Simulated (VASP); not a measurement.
# Ta (I4/mmm) in VASP: further runs

Runs on Ta. Level: LDA. Tasks: single point.

All numbers are computed with VASP 6.6.1; they aren't measurements. Logs are shortened: lines on timing, memory, paths and dates and some standing lists are left out, and cuts for length are marked.

### Step 1. The cell of the first run

Symmetry: I4/mmm, No. 139, tetragonal system. Conventional cell: a = 3.108 Å, b = 3.108 Å, c = 3.729 Å, α = 90.00°, β = 90.00°, γ = 90.00°. Ta (site symmetry 4/mmm) has 14 Ta at 2.88 to 3.73 Å within 3.8 Å.

### Step 2. Single point, LDA

INCAR reads:

```
SYSTEM = Ta
PREC     = Accurate       ! precision mode
ENCUT    = 520            ! plane-wave cutoff, eV
EDIFF    = 1E-6           ! SCF threshold, eV
ISMEAR   = 1              ! smearing method
SIGMA    = 0.02           ! smearing width, eV
LREAL    = .False.        ! projectors in reciprocal space
LASPH    = .True.         ! aspherical terms in the spheres
NELM     = 100            ! most SCF steps
ALGO     = Fast           ! electronic algorithm
ISIF     = 2              ! what is computed and relaxed
LWAVE    = .False.        ! write WAVECAR
LCHARG   = .False.        ! write CHGCAR
NBANDS   = 12             ! bands
```

KPOINTS reads:

```
regular mesh
0
Gamma
  22 22 22
  0 0 0
```

POSCAR reads:

```
Ta
1.0
   -1.5539139738      1.5539139738      1.8646967685
    1.5539139738     -1.5539139738      1.8646967685
    1.5539139738      1.5539139738     -1.8646967685
Ta
1
Direct
    0.0000000000      0.0000000000      0.0000000000
```

Potentials or basis: VASP PAW LDA potentials, release 64 (Ta_pv).

Started as:

```bash
$ cat potpaw_LDA.64/Ta_pv/POTCAR > POTCAR
$ mpirun -np 1 vasp_std > vasp.out
```

OUTCAR:

```text
SYSTEM = Ta
   PREC = Accurate
   ENCUT = 520
   EDIFF = 1E-6
   ISMEAR = 1
   LREAL = .False.
   LASPH = .True.
   NELM = 100
   ISIF = 2

 ion  position               nearest neighbor table
   1  0.000  0.000  0.000-

  LATTYP: Found a body centered tetragonal cell.
 ALAT       =     3.1078279476
 C/A-ratio  =     1.2000000000

  Lattice vectors:

 A1 = (  -1.5539139738,   1.5539139738,   1.8646967685)
 A2 = (   1.5539139738,  -1.5539139738,   1.8646967685)
 A3 = (   1.5539139738,   1.5539139738,  -1.8646967685)

Analysis of symmetry for initial positions (statically):
=====================================================================
 Subroutine PRICEL returns:
 Original cell was already a primitive cell.

 Routine SETGRP: Setting up the symmetry group for a
 body centered tetragonal supercell.

 Subroutine GETGRP returns: Found 16 space group operations
 (whereof 16 operations were pure point group operations)
 out of a pool of 16 trial point group operations.

The static configuration has the point symmetry D_4h.

Analysis of symmetry for dynamics (positions and initial velocities):
=====================================================================
 Subroutine PRICEL returns:
 Original cell was already a primitive cell.

 Routine SETGRP: Setting up the symmetry group for a
 body centered tetragonal supercell.

 Subroutine GETGRP returns: Found 16 space group operations
 (whereof 16 operations were pure point group operations)
 out of a pool of 16 trial point group operations.

The dynamic configuration has the point symmetry D_4h.

 Subroutine INISYM returns: Found 16 space group operations
 (whereof 16 operations are pure point group operations),
 and found     1 'primitive' translations

----------------------------------------------------------------------------------------

                                     Primitive cell

  volume of cell :      18.0104

  direct lattice vectors                    reciprocal lattice vectors
    -1.553913974  1.553913974  1.864696768     0.000000000  0.321768134  0.268140112
     1.553913974 -1.553913974  1.864696768     0.321768134  0.000000000  0.268140112
     1.553913974  1.553913974 -1.864696768     0.321768134  0.321768134  0.000000000

  length of vectors
     2.882081074  2.882081074  2.882081074     0.418848244  0.418848244  0.455048859

  position of ions in fractional coordinates (direct lattice)
     0.000000000  0.000000000  0.000000000

  ion indices of the primitive-cell ions
[... 77 lines left out ...]
   NSW    =      0    number of steps for IOM
   IBRION =     -1    ionic relax: 0-MD 1-quasi-New 2-CG
   NFREE  =      0    steps in history (QN), initial steepest desc. (CG)
   ISIF   =      2    stress and relaxation
   ISYM   =      2    0-nonsym 1-usesym 2-fastsym
   POTIM  = 0.5000    time-step for ionic-motion
   TEBEG  =    0.0;   TEEND  =   0.0 temperature during run
   PSTRESS=    0.0 pullay stress
   NELECT =      11.0000    total number of electrons
   NUPDOWN=      -1.0000    fix difference up-down
   EMIN   =  10.00;   EMAX   =-10.00  energy-range for DOS
   EFERMI =   0.00;   METHOD = LEGACY
   ISMEAR =     1;   SIGMA  =   0.02  broadening in eV -4-tet -1-fermi 0-gaus
   EFERMI_NEDOS =   21; number of points for ismear=-14 and -15
   IALGO  =     68    algorithm
   IMIX   =      4    mixing-type and parameters
     AMIX     =   0.40;   BMIX     =  1.00
     AMIX_MAG =   1.60;   BMIX_MAG =  1.00
  volume/ion in A,a.u.               =      18.01       121.54
  Fermi-wavevector in a.u.,A,eV,Ry     =   1.388988  2.624806 26.249534  1.929286
  Thomas-Fermi vector in A             =   2.513061
   LORBIT       =      0    0 simple, 1 ext, 2 COOP (PROOUT), +10 PAW based schemes
   GGA     = CA    functional components
   LHFCALC =     F    Hartree Fock is set to
   AEXX    =    0.0000 exact exchange contribution
   IVDW    =     0    specifies the selected vdW correction
   LEPSILON=     F    determine dielectric tensor
   LRPA    =     F    only Hartree local field effects (RPA)
 non-spin polarized calculation
 RMM-DIIS sequential band-by-band and
 Methfessel and Paxton  Order N= 1 SIGMA  =   0.02
  energy-cutoff  :      520.00
  volume of cell :       18.01
 maximum number of plane-waves:       500
 NGX is ok and might be reduce to    24

 number of electron      10.9999999 magnetization

 Free energy of the ion-electron system (eV)
  ---------------------------------------------------
  ext. energy  EPLUGINS =         0.00000000
  ---------------------------------------------------
  free energy    TOTEN  =       -12.68416969 eV

  energy without entropy =      -12.68417165  energy(sigma->0) =      -12.68417035

 E-fermi :   5.5674     XC(G=0): -12.7953

 val. band max:        5.5662911124   @ k =  -0.3182   0.3636   0.2273
 cond. band min:       5.5697187349   @ k =  -0.0455   0.3636   0.0455
 fundamental gap:      0.0034276225
 Fermi energy:         5.5673827427

 k-point     1 :       0.0000    0.0000    0.0000
  band No.  band energies     occupation
      1     -27.5084      2.00000
      2     -27.4918      2.00000
      3     -27.4918      2.00000
      4      -2.4429      2.00000
      5       5.7409     -0.00000
      6       5.7409     -0.00000
      7       7.6697      0.00000
      8       7.7211      0.00000
      9      10.1629      0.00000
     10      18.8924      0.00000
     11      19.0813      0.00000
     12      21.8453      0.00000
[... 331 lines left out ...]
 k-point    24 :      -0.4545    0.0455   -0.0000
  band No.  band energies     occupation
      1     -28.6523      2.00000
      2     -27.7755      2.00000
      3     -27.5479      2.00000
      4       1.0619      2.00000
      5       4.8221      2.00000
      6       6.2681      0.00000
      7       7.5161      0.00000
      8      10.8650      0.00000
      9      12.1713      0.00000
     10      16.8343      0.00000
     11      18.3323      0.00000
     12      19.0930      0.00000

 [... further k-points ...]
[... 5 lines left out ...]
  --------------------------------------------------------------------------------------
  -------------------------------------------------------------------------------------
  Total       -0.0254659     -0.0254659     -1.8733804      0.0000000      0.0000000      0.0000000
  in kB       -2.2654135     -2.2654135   -166.6534847      0.0000000      0.0000000      0.0000000
  external PRESSURE =     -57.0614372 kB  Pullay stress =       0.0000000 kB

 VOLUME and BASIS-vectors are now :
 -----------------------------------------------------------------------------
  energy-cutoff  :      520.00
  volume of cell :       18.01
      direct lattice vectors                 reciprocal lattice vectors
    -1.553913974  1.553913974  1.864696768     0.000000000  0.321768134  0.268140112
     1.553913974 -1.553913974  1.864696768     0.321768134  0.000000000  0.268140112
     1.553913974  1.553913974 -1.864696768     0.321768134  0.321768134  0.000000000

 POSITION                                       TOTAL-FORCE (eV/Angst)
 -----------------------------------------------------------------------------------
      0.00000      0.00000      0.00000         0.000000      0.000000      0.000000
 -----------------------------------------------------------------------------------
    total drift:                               -0.000000      0.000000      0.000000

  FREE ENERGIE OF THE ION-ELECTRON SYSTEM (eV)
  ---------------------------------------------------
  free  energy   TOTEN  =       -12.6841696922 eV

  energy  without entropy=      -12.6841716516  energy(sigma->0) =      -12.68417035
```

It took 95 s on 1 thread of Intel Xeon 6975P-C, shared host; peak memory 0.28 GiB.

What came out:

- Free energy: -12.6842 eV
- Pressure: -5.7 GPa

Levels at points of the mesh, in eV from the Fermi level:
```csv
k point,band 3,band 4,band 5,band 6,band 7,band 8
"(0.00, 0.00, 0.00)",-33.06,-8.01,0.17,0.17,2.10,2.15
"(0.50, 0.00, 0.00)",-33.10,-4.55,-0.79,1.27,1.77,5.34
"(0.50, 0.50, 0.00)",-33.23,-4.48,-2.94,2.53,5.50,5.81
"(0.50, 0.50, 0.50)",-33.70,-4.25,-3.66,5.70,6.24,6.90
```

Caveat: spin-orbit coupling is left out, which moves the levels of the heavy elements.

### Step 3. Single point, LDA

INCAR reads:

```
PREC = Accurate
ENCUT = 520
EDIFF = 1E-6
ISMEAR = 1
SIGMA = 0.02
LREAL = F
LASPH = T
NELM = 60
ALGO = Fast
ISIF = 2
LWAVE = F
LCHARG = F
GGA = CA
NBANDS = 12
```

KPOINTS reads:

```
regular mesh
0
Gamma
  22 22 22
```

POSCAR reads:

```
Ta
1.0
   -1.7938626462      1.7938626462      1.3992128641
    1.7938626462     -1.7938626462      1.3992128641
    1.7938626462      1.7938626462     -1.3992128641
Ta
1
Direct
    0.0000000000      0.0000000000      0.0000000000
```

Potentials or basis: VASP PAW LDA potentials, release 64 (Ta_pv).

Started as:

```bash
$ cat potpaw_LDA.64/Ta_pv/POTCAR > POTCAR
$ mpirun -np 1 vasp_std > vasp.out
```

Wall time 90 s (1 thread of Intel Xeon 6975P-C, shared host); peak memory 0.28 GiB.

The run converged. Its results:

| Item | Value |
| --- | --- |
| Free energy | -12.6112 eV |
| Pressure | -3.0 GPa |

Stress tensor (GPa, compression positive):
```
-11.41   0.00   0.00
  0.00 -11.41   0.00
  0.00   0.00  13.68
```

Levels at points of the mesh, in eV from the Fermi level:
```csv
k point,band 2,band 3,band 4,band 5,band 6,band 7,band 8,band 9
"(0.00, 0.00, 0.00)",-33.28,-33.00,-8.13,-1.43,0.82,2.18,2.18,5.22
"(0.50, 0.00, 0.00)",-33.62,-33.42,-4.57,-2.69,2.38,3.10,6.77,6.98
"(0.50, 0.50, 0.00)",-33.22,-33.20,-4.85,0.35,0.66,0.92,3.13,7.13
"(0.50, 0.50, 0.50)",-34.18,-33.45,-4.39,-3.93,6.43,6.43,6.49,6.49
```

Caveat: spin-orbit coupling is left out, which moves the levels of the heavy elements.

### Step 4. Single point, LDA

INCAR reads:

```
SYSTEM = Ta
PREC = Accurate
ENCUT = 520
EDIFF = 1E-6
ISMEAR = 1
SIGMA = 0.02
LREAL = .False.
LASPH = .True.
NELM = 100
ALGO = Fast
ISIF = 2
LWAVE = .False.
LCHARG = .False.
NBANDS = 12
```

KPOINTS reads:

```
Automatic mesh
0
Gamma
  22 22 22
  0 0 0
```

POSCAR reads:

```
Ta
1.0
   -1.5130023529      1.5130023529      1.9669030588
    1.5130023529     -1.5130023529      1.9669030588
    1.5130023529      1.5130023529     -1.9669030588
Ta
1
Direct
    0.0000000000      0.0000000000      0.0000000000
```

Started as:

```bash
$ cat potpaw_LDA.64/Ta_pv/POTCAR > POTCAR
$ mpirun -np 1 vasp_std > vasp.out
```

Wall time 89 s (1 thread of Intel Xeon 6975P-C, shared host); peak memory 0.28 GiB.

The run converged. Its results:

* Free energy: -12.5851 eV
* Pressure: -3.5 GPa

Stress tensor (GPa, compression positive):
```
  1.33   0.00   0.00
  0.00   1.33   0.00
  0.00   0.00 -13.28
```

Levels at points of the mesh, in eV from the Fermi level:
| k point | band 2 | band 3 | band 4 | band 5 | band 6 | band 7 | band 8 | band 9 |
| --- | --- | --- | --- | --- | --- | --- | --- | --- |
| (0.00, 0.00, 0.00) | -33.22 | -33.22 | -8.16 | 0.15 | 0.15 | 1.21 | 2.77 | 4.21 |
| (0.50, 0.00, 0.00) | -33.44 | -33.31 | -4.71 | -0.41 | 0.86 | 1.07 | 5.65 | 6.48 |
| (0.50, 0.50, 0.00) | -33.69 | -33.50 | -4.60 | -3.36 | 2.84 | 5.87 | 6.21 | 7.32 |
| (0.50, 0.50, 0.50) | -33.76 | -33.76 | -4.49 | -3.65 | 4.43 | 6.03 | 6.82 | 6.82 |

Caveat: spin-orbit coupling is left out, which moves the levels of the heavy elements.

### Step 5. Single point, LDA

INCAR reads:

```
ALGO     = Fast           # electronic algorithm
EDIFF    = 1E-6           # SCF threshold, eV
ENCUT    = 520            # plane-wave cutoff, eV
ISIF     = 2              # what is computed and relaxed
ISMEAR   = 1              # smearing method
LASPH    = T              # aspherical terms in the spheres
LCHARG   = F              # write CHGCAR
LREAL    = F              # projectors in reciprocal space
LWAVE    = F              # write WAVECAR
NBANDS   = 12             # bands
NELM     = 60             # most SCF steps
PREC     = Accurate       # precision mode
SIGMA    = 0.02           # smearing width, eV
```

KPOINTS reads:

```
k-points
0
Gamma
  22 22 22
```

POSCAR reads:

```
Ta
1.0
   -1.6978192176      1.6978192176      1.5619936802
    1.6978192176     -1.6978192176      1.5619936802
    1.6978192176      1.6978192176     -1.5619936802
Ta
1
Direct
    0.0000000000      0.0000000000      0.0000000000
```

Started as:

```bash
$ cat potpaw_LDA.64/Ta_pv/POTCAR > POTCAR
$ mpirun -np 1 vasp_std > vasp.out
```

Wall time 88 s (1 thread of Intel Xeon 6975P-C, shared host); peak memory 0.28 GiB.

It converged, with:

```yaml
Free_energy: -12.7834 eV
Pressure: -8.0 GPa
```

Stress tensor (GPa, compression positive):
```
-10.03   0.00   0.00
  0.00 -10.03   0.00
  0.00   0.00  -3.86
```

Levels at points of the mesh, in eV from the Fermi level:
```csv
k point,band 1,band 2,band 3,band 4,band 5,band 6,band 7,band 8,band 9,band 10
"(0.00, 0.00, 0.00)",-32.91,-32.91,-32.89,-7.85,0.00,1.10,1.10,3.09,4.60,14.62
"(0.50, 0.00, 0.00)",-34.10,-33.31,-32.96,-4.36,-1.92,1.96,3.83,5.55,7.72,11.84
"(0.50, 0.50, 0.00)",-34.11,-33.22,-32.87,-4.42,-0.80,1.34,2.84,4.34,7.57,11.34
"(0.50, 0.50, 0.50)",-33.80,-33.80,-33.59,-3.94,-3.72,6.68,6.68,7.04,8.04,8.04
```

Caveat: spin-orbit coupling is left out, which moves the levels of the heavy elements.

### Step 6. Single point, LDA

INCAR reads:

```
  PREC = Accurate
  ENCUT = 520
  EDIFF = 1E-6
  ISMEAR = 1
  SIGMA = 0.02
  LREAL = False
  LASPH = True
  NELM = 100
  ALGO = Fast
  ISIF = 2
  LWAVE = False
  LCHARG = True
  GGA = CA
  LELF = True
  LVHAR = True
  NBANDS = 12
```

KPOINTS reads:

```
regular mesh
0
Gamma
  22 22 22
```

POSCAR reads:

```
Ta
1.0
   -1.5996433287      1.5996433287      1.7596076615
    1.5996433287     -1.5996433287      1.7596076615
    1.5996433287      1.5996433287     -1.7596076615
Ta
1
Direct
    0.0000000000      0.0000000000      0.0000000000
```

Potentials or basis: VASP PAW LDA potentials, release 64 (Ta_pv).

Started as:

```bash
$ cat potpaw_LDA.64/Ta_pv/POTCAR > POTCAR
$ mpirun -np 1 vasp_std > vasp.out
```

Run time: 92 s. Hardware: 1 thread of Intel Xeon 6975P-C, shared host; peak memory 0.28 GiB.

It converged, with:

| Property | Result |
| --- | --- |
| Free energy | -12.7719 eV |
| Pressure | -7.5 GPa |

Stress tensor (GPa, compression positive):
```
 -4.22   0.00   0.00
  0.00  -4.22   0.00
  0.00   0.00 -14.16
```

Levels at points of the mesh, in eV from the Fermi level:
```tsv
k point	band 1	band 2	band 3	band 4	band 5	band 6	band 7	band 8	band 9	band 10
(0.00, 0.00, 0.00)	-32.93	-32.92	-32.92	-7.87	0.36	0.36	1.48	3.05	4.55	14.07
(0.50, 0.00, 0.00)	-34.13	-33.26	-32.93	-4.41	-1.15	1.52	2.85	5.01	7.51	11.43
(0.50, 0.50, 0.00)	-34.09	-33.37	-33.00	-4.37	-2.33	2.20	4.82	5.38	7.87	11.76
(0.50, 0.50, 0.50)	-33.90	-33.67	-33.67	-3.99	-3.69	6.52	6.91	6.91	7.16	9.55
```

Caveat: spin-orbit coupling is left out, which moves the levels of the heavy elements.

### Step 7. Single point, LDA

This run uses another cell than the first one, of the same volume but with other edges.

INCAR reads:

```
SYSTEM = Ta
  ALGO = Fast
  EDIFF = 1E-6
  ENCUT = 520
  ISIF = 2
  ISMEAR = 1
  LASPH = .TRUE.
  LCHARG = .FALSE.
  LREAL = .FALSE.
  LWAVE = .FALSE.
  NBANDS = 12
  NELM = 80
  PREC = Accurate
  SIGMA = 0.02
```

KPOINTS reads:

```
k-points
0
G
  22 22 22
  0 0 0
```

POSCAR reads:

```
Ta
1.0
   -1.9062635129      1.9062635129      1.2390712834
    1.9062635129     -1.9062635129      1.2390712834
    1.9062635129      1.9062635129     -1.2390712834
Ta
1
Direct
    0.0000000000      0.0000000000      0.0000000000
```

Started as:

```bash
$ cat potpaw_LDA.64/Ta_pv/POTCAR > POTCAR
$ mpirun -np 1 vasp_std > vasp.out
```

Wall time 82 s (1 thread of Intel Xeon 6975P-C, shared host); peak memory 0.28 GiB.

It converged, with:

| Property | Result |
| --- | --- |
| Free energy | -12.2837 eV |
| Pressure | 5.6 GPa |

Stress tensor (GPa, compression positive):
```
-6.43  0.00  0.00
 0.00 -6.43  0.00
 0.00  0.00 29.53
```

Levels at points of the mesh, in eV from the Fermi level:
```tsv
k point	band 4	band 5	band 6	band 7	band 8	band 9
(0.00, 0.00, 0.00)	-8.10	-2.48	-1.42	4.47	4.47	5.14
(0.50, 0.00, 0.00)	-4.55	-3.20	2.88	3.38	5.53	6.75
(0.50, 0.50, 0.00)	-5.02	-1.35	-0.38	2.04	3.74	7.73
(0.50, 0.50, 0.50)	-4.62	-4.11	5.06	5.06	7.12	7.35
```

Caveat: spin-orbit coupling is left out, which moves the levels of the heavy elements.

### Step 8. Summary

| cell | gap on the mesh (eV) | pressure (GPa) |
| --- | --- | --- |
| a = 2.882 Å, angles 114.7, 114.7, 99.4°, 1 atom | none | -5.7 |
| a = 2.897 Å, angles 103.5, 103.5, 122.2°, 1 atom | none | -3.0 |
| a = 2.906 Å, angles 117.3, 117.3, 94.8°, 1 atom | none | -3.5 |
| a = 2.864 Å, angles 107.3, 107.3, 113.9°, 1 atom | none | -8.0 |
| a = 2.866 Å, angles 112.1, 112.1, 104.2°, 1 atom | none | -7.5 |
| a = 2.967 Å, angles 100.0, 100.0, 130.6°, 1 atom | none | 5.6 |

Alike in all rows: task single point; level LDA; potentials or basis VASP PAW LDA potentials, release 64 (Ta_pv); no spin polarisation; k mesh 22 × 22 × 22; cutoff (eV) 520; smearing methfessel-paxton 0.02 eV.

Caveats: spin-orbit coupling is left out, which moves the levels of the heavy elements.

Absolute energies hang on the potentials; compare differences alone.
